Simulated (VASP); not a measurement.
# Ir (P6_3/mmc) in VASP: further runs

The runs below take Ir through relaxation of cell and atoms, single point, with PBEsol, PBE0.

Program: VASP 6.6.1. These are calculated values, not measurements. Logs are shortened: lines on timing, memory, paths and dates and some standing lists are left out, and cuts for length are marked.

**1. The cell of the first run**

The structure is hexagonal, space group P6_3/mmc (No. 194). Conventional cell: a = 2.751 Å, b = 2.751 Å, c = 4.462 Å, α = 90.00°, β = 90.00°, γ = 120.00°. Within 3.6 Å of Ir (site symmetry -6m2) lie 12 Ir at 2.74 to 2.75 Å.

**2. Relaxation of cell and atoms, PBEsol, target pressure 30 GPa, at which the enthalpy is minimised**

File INCAR:

```
SYSTEM = Ir
ALGO = Normal
EDIFF = 1E-7
EDIFFG = -0.01
ENCUT = 500
GGA = PS
GGA_COMPAT = .FALSE.
IBRION = 2
ISIF = 3
ISMEAR = -1
LASPH = .TRUE.
LCHARG = .FALSE.
LREAL = .FALSE.
LWAVE = .FALSE.
NELM = 120
NELMIN = 4
NSW = 60
PREC = Accurate
PSTRESS = 300.0
SIGMA = 0.05
```

File KPOINTS:

```
k-points
0
G
  11 11 6
  0 0 0
```

File POSCAR:

```
Ir
1.0
    2.7513778946      0.0000000000      0.0000000000
   -1.3756889473      2.3827631521      0.0000000000
    0.0000000000      0.0000000000      4.4622900000
Ir
2
Direct
    0.3333333333      0.6666666667      0.2500000000
    0.6666666667      0.3333333333      0.7500000000
```

Potentials or basis: VASP PAW PBE potentials, release 64 (Ir).

Command:

```bash
> cat potpaw_PBE.64/Ir/POTCAR > POTCAR
> mpirun -np 1 vasp_std > vasp.out
```

OUTCAR:

```text
SYSTEM = Ir
   EDIFF = 1E-7
   EDIFFG = -0.01
   ENCUT = 500
   GGA = PS
   IBRION = 2
   ISIF = 3
   ISMEAR = -1
   LASPH = .TRUE.
   LREAL = .FALSE.
   NELM = 120
   NELMIN = 4
   NSW = 60
   PREC = Accurate
   PSTRESS = 300.0

 ion  position               nearest neighbor table
   1  0.333  0.667  0.250-   2 2.74   2 2.74   2 2.74   2 2.74   2 2.74   2 2.74
   2  0.667  0.333  0.750-   1 2.74   1 2.74   1 2.74   1 2.74   1 2.74   1 2.74

  LATTYP: Found a hexagonal cell.
 ALAT       =     2.7513778946
 C/A-ratio  =     1.6218382828

  Lattice vectors:

 A1 = (   2.7513778946,   0.0000000000,   0.0000000000)
 A2 = (  -1.3756889473,   2.3827631521,   0.0000000000)
 A3 = (   0.0000000000,   0.0000000000,   4.4622900000)

Analysis of symmetry for initial positions (statically):
=====================================================================
 Subroutine PRICEL returns:
 Original cell was already a primitive cell.

 Routine SETGRP: Setting up the symmetry group for a
 hexagonal supercell.

 Subroutine GETGRP returns: Found 24 space group operations
 (whereof 12 operations were pure point group operations)
 out of a pool of 24 trial point group operations.

The static configuration has the point symmetry D_3d.
 The point group associated with its full space group is D_6h.

Analysis of symmetry for dynamics (positions and initial velocities):
=====================================================================
 Subroutine PRICEL returns:
 Original cell was already a primitive cell.

 Routine SETGRP: Setting up the symmetry group for a
 hexagonal supercell.

 Subroutine GETGRP returns: Found 24 space group operations
 (whereof 12 operations were pure point group operations)
 out of a pool of 24 trial point group operations.

The dynamic configuration has the point symmetry D_3d.
 The point group associated with its full space group is D_6h.

 Subroutine INISYM returns: Found 24 space group operations
 (whereof 12 operations are pure point group operations),
 and found     1 'primitive' translations

----------------------------------------------------------------------------------------

                                     Primitive cell

  volume of cell :      29.2542

  direct lattice vectors                    reciprocal lattice vectors
     2.751377895  0.000000000  0.000000000     0.363454254  0.209840411  0.000000000
    -1.375688947  2.382763152  0.000000000     0.000000000  0.419680823  0.000000000
     0.000000000  0.000000000  4.462290000     0.000000000  0.000000000  0.224100182

  length of vectors
     2.751377895  2.751377895  4.462290000     0.419680823  0.419680823  0.224100182

  position of ions in fractional coordinates (direct lattice)
     0.333333333  0.666666667  0.250000000
     0.666666667  0.333333333  0.750000000

  ion indices of the primitive-cell ions
   primitive index   ion index
                 1           1
                 2           2

----------------------------------------------------------------------------------------

 KPOINTS: k-points

Automatic generation of k-mesh.
 Grid dimensions read from file:
 generate k-points for:   11   11    6

 Generating k-lattice:

  Cartesian coordinates                     Fractional coordinates (reciprocal lattice)
     0.033041296  0.019076401  0.000000000     0.090909091 -0.000000000  0.000000000
     0.000000000  0.038152802  0.000000000     0.000000000  0.090909091  0.000000000
     0.000000000  0.000000000  0.037350030     0.000000000  0.000000000  0.166666667

  Length of vectors
     0.038152802  0.038152802  0.037350030

  Shift w.r.t. Gamma in fractional coordinates (k-lattice)
     0.000000000  0.000000000  0.000000000

 Subroutine IBZKPT returns following result:
 ===========================================

 Found     64 irreducible k-points:

 Following reciprocal coordinates:
            Coordinates               Weight
  0.000000  0.000000  0.000000      1.000000
  0.090909 -0.000000  0.000000      6.000000
  0.181818 -0.000000  0.000000      6.000000
  0.272727 -0.000000  0.000000      6.000000
  0.363636 -0.000000  0.000000      6.000000
  0.454545 -0.000000  0.000000      6.000000
[... 16 lines left out ...]
  0.090909  0.090909  0.166667     12.000000
  0.181818  0.090909  0.166667     24.000000
 [... further k-points ...]
   k-points           NKPTS =     64   k-points in BZ     NKDIM =     64   number of bands    NBANDS=     13
   number of dos      NEDOS =    301   number of ions     NIONS =      2
   total plane-waves  NPLWV =  14400
   dimension x,y,z NGX =    20 NGY =   20 NGZ =   36
   dimension x,y,z NGXF=    40 NGYF=   40 NGZF=   72
   ions per type =               2
   NGX,Y,Z   is equivalent  to a cutoff of  12.08, 12.08, 13.41 a.u.
   NGXF,Y,Z  is equivalent  to a cutoff of  24.17, 24.17, 26.82 a.u.
 SYSTEM =  Ir
   PREC   = accura    normal or accurate (medium, high low for compatibility)
   ISTART =      0    job   : 0-new  1-cont  2-samecut
   ICHARG =      2    charge: 1-file 2-atom 10-const
   ISPIN  =      1    spin polarized calculation?
   LNONCOLLINEAR =      F non collinear calculations
   LSORBIT =      F    spin-orbit coupling
   LASPH  =      T    aspherical Exc in radial PAW
   ENCUT  =  500.0 eV  36.75 Ry    6.06 a.u.   5.02  5.02  8.14*2*pi/ulx,y,z
   NELM   =    120;   NELMIN=  4; NELMDL= -5     # of ELM steps
   EDIFF  = 0.1E-06   stopping-criterion for ELM
   LREAL  =      F    real-space projection
   EDIFFG = -.1E-01   stopping-criterion for IOM
   NSW    =     60    number of steps for IOM
   IBRION =      2    ionic relax: 0-MD 1-quasi-New 2-CG
   NFREE  =      1    steps in history (QN), initial steepest desc. (CG)
   ISIF   =      3    stress and relaxation
   ISYM   =      2    0-nonsym 1-usesym 2-fastsym
   POTIM  = 0.5000    time-step for ionic-motion
   TEBEG  =    0.0;   TEEND  =   0.0 temperature during run
   PSTRESS=  300.0 pullay stress
   NELECT =      18.0000    total number of electrons
   NUPDOWN=      -1.0000    fix difference up-down
   EMIN   =  10.00;   EMAX   =-10.00  energy-range for DOS
   EFERMI =   0.00;   METHOD = LEGACY
   ISMEAR =    -1;   SIGMA  =   0.05  broadening in eV -4-tet -1-fermi 0-gaus
   EFERMI_NEDOS =   21; number of points for ismear=-14 and -15
   IALGO  =     38    algorithm
   IMIX   =      4    mixing-type and parameters
     AMIX     =   0.40;   BMIX     =  1.00
     AMIX_MAG =   1.60;   BMIX_MAG =  1.00
  volume/ion in A,a.u.               =      14.63        98.71
  Fermi-wavevector in a.u.,A,eV,Ry     =   1.392417  2.631287 26.379323  1.938826
  Thomas-Fermi vector in A             =   2.516162
   LORBIT       =      0    0 simple, 1 ext, 2 COOP (PROOUT), +10 PAW based schemes
   GGA     = PS    functional components
   LHFCALC =     F    Hartree Fock is set to
   AEXX    =    0.0000 exact exchange contribution
   IVDW    =     0    specifies the selected vdW correction
   LEPSILON=     F    determine dielectric tensor
   LRPA    =     F    only Hartree local field effects (RPA)
 conjugate gradient relaxation of ions
 non-spin polarized calculation
  energy-cutoff  :      500.00
  volume of cell :       29.25
 maximum number of plane-waves:       768
 NGX is ok and might be reduce to    20
   NGX =  9   NGY =  9   NGZ = 17

--------------------------------------- Ionic step        1  -------------------------------------------

 number of electron      18.0000000 magnetization

 Free energy of the ion-electron system (eV)
  ---------------------------------------------------
  ext. energy  EPLUGINS =         0.00000000
  ---------------------------------------------------
  free energy    TOTEN  =       -19.43394320 eV

  energy without entropy =      -19.40845429  energy(sigma->0) =      -19.42119874

 E-fermi :   9.7710     XC(G=0): -13.9066

 val. band max:        9.7620128826   @ k =   0.3636   0.1818   0.1667
 cond. band min:       9.7763237384   @ k =   0.2727   0.0909   0.3333
 fundamental gap:      0.0143108559
 Fermi energy:         9.7709610481

 k-point     1 :       0.0000    0.0000    0.0000
  band No.  band energies     occupation
      1      -1.1573      2.00000
      2       1.9083      2.00000
      3       6.0139      2.00000
      4       6.1193      2.00000
      5       6.1193      2.00000
      6       6.7469      2.00000
      7       6.7469      2.00000
      8       7.5107      2.00000
      9       7.5107      2.00000
     10       8.9956      2.00000
     11      10.0464      0.00807
     12      10.0464      0.00807
     13      16.5257      0.00000
[... 354 lines left out ...]
  band No.  band energies     occupation
      1       1.0150      2.00000
      2       3.4038      2.00000
      3       4.6376      2.00000
      4       4.8718      2.00000
      5       5.8341      2.00000
      6       6.4308      2.00000
      7       6.9311      2.00000
      8       7.6330      2.00000
      9       8.2696      2.00000
     10       8.5003      2.00000
     11      10.2838      0.00007
     12      13.4991      0.00000
     13      18.3992      0.00000

 [... further k-points ...]

------------------------ aborting loop because EDIFF is reached ----------------------------------------

  FORCE on cell =-STRESS in cart. coord.  units (eV):
  Direction    XX          YY          ZZ          XY          YZ          ZX
  --------------------------------------------------------------------------------------
  -------------------------------------------------------------------------------------
  Total       -2.0983525     -2.0983525     -2.1853204     -0.0000000      0.0000000     -0.0000000
  in kB     -114.9211888   -114.9211888   -119.6841934     -0.0000000      0.0000000     -0.0000000
  external PRESSURE =    -416.5088570 kB  Pullay stress =     300.0000000 kB
[... 291 lines left out ...]
--------------------------------------- Ionic step        9  -------------------------------------------

 number of electron      18.0000000 magnetization

 Free energy of the ion-electron system (eV)
  ---------------------------------------------------
  ext. energy  EPLUGINS =         0.00000000
  ---------------------------------------------------
  free energy    TOTEN  =       -19.31182625 eV

  energy without entropy =      -19.29005396  energy(sigma->0) =      -19.30094010

 E-fermi :  11.5390     XC(G=0): -14.4869

 val. band max:       11.5194572416   @ k =   0.3636   0.1818   0.1667
 cond. band min:      11.5424525841   @ k =   0.2727   0.0909   0.3333
 fundamental gap:      0.0229953425
 Fermi energy:        11.5390381565

 k-point     1 :       0.0000    0.0000    0.0000
  band No.  band energies     occupation
      1      -0.4933      2.00000
      2       2.5765      2.00000
      3       7.1445      2.00000
      4       7.2682      2.00000
      5       7.2682      2.00000
      6       8.0074      2.00000
      7       8.0074      2.00000
      8       8.9169      2.00000
      9       8.9169      2.00000
     10      10.4784      2.00000
     11      11.8598      0.00326
     12      11.8598      0.00326
     13      19.2232      0.00000
[... 354 lines left out ...]
  band No.  band energies     occupation
      1       1.8791      2.00000
      2       4.2382      2.00000
      3       5.5940      2.00000
      4       5.8444      2.00000
      5       6.9341      2.00000
      6       7.6395      2.00000
      7       8.2348      2.00000
      8       9.0270      2.00000
      9       9.7730      2.00000
     10      10.0540      2.00000
     11      12.1586      0.00001
     12      15.7601      0.00000
     13      20.9636      0.00000

 [... further k-points ...]

------------------------ aborting loop because EDIFF is reached ----------------------------------------

  FORCE on cell =-STRESS in cart. coord.  units (eV):
  Direction    XX          YY          ZZ          XY          YZ          ZX
  --------------------------------------------------------------------------------------
  -------------------------------------------------------------------------------------
  Total        4.9646636      4.9646636      4.9562234      0.0000000      0.0000000     -0.0000000
  in kB      300.0792931    300.0792931    299.5691425      0.0000000      0.0000000     -0.0000000
  external PRESSURE =      -0.0907571 kB  Pullay stress =     300.0000000 kB
[... 21 lines left out ...]
  energy  without entropy=      -19.2900539556  energy(sigma->0) =      -19.30094010

  enthalpy is  TOTEN    =       -14.3484745183 eV   P V=        4.9633517357

 reached required accuracy - stopping structural energy minimisation
```

It took 3.1 min on 1 thread of Intel Xeon 8259CL, shared host; peak memory 0.17 GiB.

What came out:

| Property | Result |
| --- | --- |
| Free energy | -19.3118 eV |
| Relaxed volume | 13.25 Å³/atom |
| Relaxed cell | a = 2.661 Å, b = 2.661 Å, c = 4.322 Å, α = 90.00°, β = 90.00°, γ = 120.00° |
| Space group after relaxing (to 0.05 Å) | P6_3/mmc (No. 194) |
| Energy change on relaxing (the enthalpy is what falls) | +61.1 meV/atom |
| Ionic steps | 9 |
| Pressure after relaxing | 30.0 GPa |
| Band gap on the k mesh | zero (band 9 reaches 12.66 eV, above the bottom of band 10 at 9.02 eV) |

Step by step:
| step | energy change (eV) | largest force (eV/Å) | pressure (GPa) | volume (Å³) |
| --- | --- | --- | --- | --- |
| 1 | 0.0000 | 0.0000 | -11.65 | 29.25 |
| 2 | 19.8117 | 0.0000 | 873.54 | 15.93 |
| 3 | 0.0263 | 0.0000 | 17.92 | 27.15 |
| 4 | 0.0671 | 0.0000 | 23.62 | 26.84 |
| 5 | 0.1235 | 0.0000 | 30.15 | 26.50 |
| 6 | 0.1137 | 0.0000 | 29.09 | 26.55 |
| 7 | 0.1148 | 0.0000 | 29.18 | 26.55 |
| 8 | 0.1144 | 0.0000 | 29.16 | 26.55 |
| 9 | 0.1221 | 0.0000 | 29.99 | 26.51 |

Final structure:
```cif
data_structure
_symmetry_space_group_name_H-M 'P 1'
_symmetry_Int_Tables_number 1
_cell_length_a 2.6611
_cell_length_b 2.6611
_cell_length_c 4.3223
_cell_angle_alpha 90.000
_cell_angle_beta 90.000
_cell_angle_gamma 120.000
_cell_volume 26.51
loop_
_atom_site_label
_atom_site_type_symbol
_atom_site_fract_x
_atom_site_fract_y
_atom_site_fract_z
_atom_site_occupancy
Ir1 Ir 0.33333 0.66667 0.25000 1
Ir2 Ir 0.66667 0.33333 0.75000 1
```

Levels at points of the mesh, in eV from the Fermi level:
```
           k point  band 5  band 6  band 7  band 8  band 9  band 10  band 11  band 12  band 13
(0.00, 0.00, 0.00)   -4.27   -3.53   -3.53   -2.62   -2.62    -1.06     0.32     0.32     7.68
(0.00, 0.00, 0.50)   -4.40   -4.40   -4.40   -4.40   -0.49    -0.49    -0.49    -0.49    13.64
```

Caveat: the cell is relaxed towards a set pressure, so the enthalpy falls and the energy may rise; the PAW data sets were made with another functional, which shifts forces and pressure a little; spin-orbit coupling is left out, which moves the levels of the heavy elements.

**3. Single point, PBE0**

This run uses another cell than the first one, of 14.33 Å³/atom, 0.980 times its volume.

File POSCAR:

```
Ir
1.0
    2.7329117147      0.0000000000      0.0000000000
   -1.3664558574      2.3667709712      0.0000000000
    0.0000000000      0.0000000000      4.4323408426
Ir
2
Direct
    0.3333333333      0.6666666667      0.2500000000
    0.6666666667      0.3333333333      0.7500000000
```

File INCAR.step1:

```
SYSTEM = Ir
  PREC = Accurate
  ENCUT = 520
  EDIFF = 1E-5
  ISMEAR = -1
  SIGMA = 0.05
  LREAL = .False.
  LASPH = .True.
  NELM = 100
  ALGO = Normal
  ISIF = 2
  LWAVE = .True.
  NBANDS = 16
  GGA = PE
```

File INCAR.step2:

```
SYSTEM = Ir
  PREC = Accurate
  ENCUT = 520
  EDIFF = 1E-7
  ISMEAR = -1
  SIGMA = 0.05
  LREAL = .False.
  LASPH = .True.
  NELM = 100
  ALGO = Normal
  ISIF = 2
  LWAVE = .False.
  LCHARG = .True.
  GGA = PE
  LHFCALC = .True.
  AEXX = 0.25
  PRECFOCK = Normal
  LELF = .True.
  LVHAR = .True.
  NBANDS = 16
  ISTART = 1
```

File KPOINTS:

```
regular mesh
0
Gamma
  6 6 4
  0 0 0
```

Potentials or basis: VASP PAW PBE potentials, release 64 (Ir).

Command:

```bash
> cat potpaw_PBE.64/Ir/POTCAR > POTCAR
> cp INCAR.step1 INCAR
> mpirun -np 1 vasp_std > vasp.out
> cp INCAR.step2 INCAR
> mpirun -np 1 vasp_std > vasp.out
```

Wall time 30 min (1 thread of AMD EPYC 7R13 (Zen 3), shared host); peak memory 0.14 GiB.

Results (log left out):

```yaml
Free_energy: -21.7212 eV
Pressure: -6.1 GPa
Band_gap_on_the_k_mesh: zero (band 9 reaches 11.40 eV, above the bottom of band 10 at 6.74 eV)
```

Stress tensor (GPa, compression positive):
```
 -3.54   0.00   0.00
  0.00  -3.54   0.00
  0.00   0.00 -11.25
```

Levels at points of the mesh, in eV from the Fermi level:
```
           k point  band 5  band 6  band 7  band 8  band 9  band 10  band 11  band 12  band 13  band 14
(0.00, 0.00, 0.00)   -4.67   -3.96   -3.96   -3.10   -3.10    -1.11     1.00     1.00     8.60    16.00
(0.50, 0.00, 0.00)   -4.30   -4.03   -3.71    1.32    1.66     1.74     3.83     5.54     9.81    11.79
(0.00, 0.00, 0.50)   -4.82   -4.82   -4.82   -4.82   -0.70    -0.70    -0.70    -0.70    15.33    15.33
(0.50, 0.00, 0.50)   -2.66   -2.66   -1.22   -1.22    1.64     1.64     2.79     2.79     9.25     9.25
```

Caveat: the k points lie up to 0.44 Å⁻¹ apart; the PAW data sets were made with another functional, which shifts forces and pressure a little; spin-orbit coupling is left out, which moves the levels of the heavy elements.

**4. Single point, PBE0**

File POSCAR:

```
Ir
1.0
    2.7513778946      0.0000000000      0.0000000000
   -1.3756889473      2.3827631521      0.0000000000
    0.0000000000      0.0000000000      4.4622900000
Ir
2
Direct
    0.3333333333      0.6666666667      0.2500000000
    0.6666666667      0.3333333333      0.7500000000
```

File INCAR.step1:

```
SYSTEM = Ir
ALGO = Normal
EDIFF = 1E-5
ENCUT = 520
GGA = PE
ISIF = 2
ISMEAR = -1
LASPH = .TRUE.
LCHARG = .FALSE.
LREAL = .FALSE.
LWAVE = .TRUE.
NBANDS = 16
NELM = 100
PREC = Accurate
SIGMA = 0.05
```

File INCAR.step2:

```
SYSTEM = Ir
AEXX = 0.25
ALGO = Normal
EDIFF = 1E-7
ENCUT = 520
GGA = PE
ISIF = 2
ISMEAR = -1
ISTART = 1
LASPH = .TRUE.
LCHARG = .FALSE.
LHFCALC = .TRUE.
LREAL = .FALSE.
LWAVE = .FALSE.
NBANDS = 16
NELM = 100
PREC = Accurate
PRECFOCK = Normal
SIGMA = 0.05
```

File KPOINTS:

```
k-points
0
G
  6 6 4
  0 0 0
```

Command:

```bash
> cat potpaw_PBE.64/Ir/POTCAR > POTCAR
> cp INCAR.step1 INCAR
> mpirun -np 1 vasp_std > vasp.out
> cp INCAR.step2 INCAR
> mpirun -np 1 vasp_std > vasp.out
```

Wall time 30 min (1 thread of AMD EPYC 7R13 (Zen 3), shared host); peak memory 0.14 GiB.

Results (log left out):

```
Free energy            : -21.6861 eV
Pressure               : -13.1 GPa
Band gap on the k mesh : zero (band 9 reaches 11.01 eV, above the bottom of band 10 at 6.47 eV)
```

Stress tensor (GPa, compression positive):
```
-10.60   0.00   0.00
  0.00 -10.60   0.00
  0.00   0.00 -18.12
```

Levels at points of the mesh, in eV from the Fermi level:
| k point | band 5 | band 6 | band 7 | band 8 | band 9 | band 10 | band 11 | band 12 | band 13 | band 14 |
| --- | --- | --- | --- | --- | --- | --- | --- | --- | --- | --- |
| (0.00, 0.00, 0.00) | -4.55 | -3.86 | -3.86 | -3.03 | -3.03 | -1.04 | 0.99 | 0.99 | 8.40 | 16.02 |
| (0.50, 0.00, 0.00) | -4.19 | -3.92 | -3.62 | 1.28 | 1.61 | 1.69 | 3.74 | 5.42 | 9.68 | 11.62 |
| (0.00, 0.00, 0.50) | -4.69 | -4.69 | -4.69 | -4.69 | -0.69 | -0.69 | -0.69 | -0.69 | 15.29 | 15.29 |
| (0.50, 0.00, 0.50) | -2.59 | -2.59 | -1.17 | -1.17 | 1.59 | 1.59 | 2.74 | 2.74 | 9.05 | 9.05 |

Caveat: the k points lie up to 0.44 Å⁻¹ apart; the PAW data sets were made with another functional, which shifts forces and pressure a little; spin-orbit coupling is left out, which moves the levels of the heavy elements.

**5. Summary**

```tsv
task	level	cell	k mesh	cutoff (eV)	grid for exact exchange (PRECFOCK)	gap on the mesh (eV)	pressure (GPa)
relaxation of cell and atoms	PBEsol	relaxed to 30 GPa from a = 2.751, b = 2.751, c = 4.462 Å, angles 90.0, 90.0, 120.0°, 2 atoms	11 × 11 × 6	500	-	none	30.0
single point	PBE0	a = 2.733, b = 2.733, c = 4.432 Å, angles 90.0, 90.0, 120.0°, 2 atoms	6 × 6 × 4	520	Normal	none	-6.1
single point	PBE0	a = 2.751, b = 2.751, c = 4.462 Å, angles 90.0, 90.0, 120.0°, 2 atoms	6 × 6 × 4	520	Normal	none	-13.1
```

Alike in all rows: potentials or basis VASP PAW PBE potentials, release 64 (Ir); no spin polarisation; smearing fermi-dirac 0.05 eV.

Caveats: some runs use coarse meshes; the PAW data sets were made with another functional, which shifts forces and pressure a little; spin-orbit coupling is left out, which moves the levels of the heavy elements; the cell is relaxed towards a set pressure, so the enthalpy falls and the energy may rise (some runs).

Absolute energies hang on the potentials; compare differences alone.
